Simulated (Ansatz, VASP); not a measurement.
Two plane-wave programs on Ta2N

```
Ta N
1.0
     0.00000    4.28435    0.00000
     4.28435    0.00000    0.00000
     2.14218    2.14218   -4.08034
Ta N
4 2
Direct
  0.25800 0.25800 0.48400
  0.00800 0.50800 0.98400
  0.49200 0.99200 0.01600
  0.74200 0.74200 0.51600
  0.00000 0.00000 0.00000
  0.75000 0.25000 0.50000
```

Alike in both runs: task single point; functional PBEsol; k mesh 9 × 9 × 9; occupations fermi-dirac, width 0.0141 eV; no spin polarisation.

|  | VASP | Ansatz |
| --- | --- | --- |
| version | VASP 6.6.1 | Ansatz 0.2.0 |
| potentials or method | VASP PAW PBE potentials, release 64 (Ta_pv, N), cutoff 520 eV | PAW plane waves |
| valence electrons in the cell | 54 | 62 |

|  | VASP | Ansatz | Ansatz less VASP |
| --- | --- | --- | --- |
| pressure (GPa) | 14.9 | 14.2 | -0.73 |
| traceless stress, the component that is largest in VASP (GPa) | -2.01 | -2.10 | -0.097 |
| rms of the force components (eV/Å) | 0.281 | 0.262 | -0.0182 |

VASP's potentials were made for PBE, not for PBEsol. Atom by atom the forces differ by 0.018 eV/Å (rms over components). VASP's potentials hold 54 valence electrons a cell and Ansatz's 62, so a difference there can come from the potentials and not from the codes.

Spin-orbit coupling is off throughout.
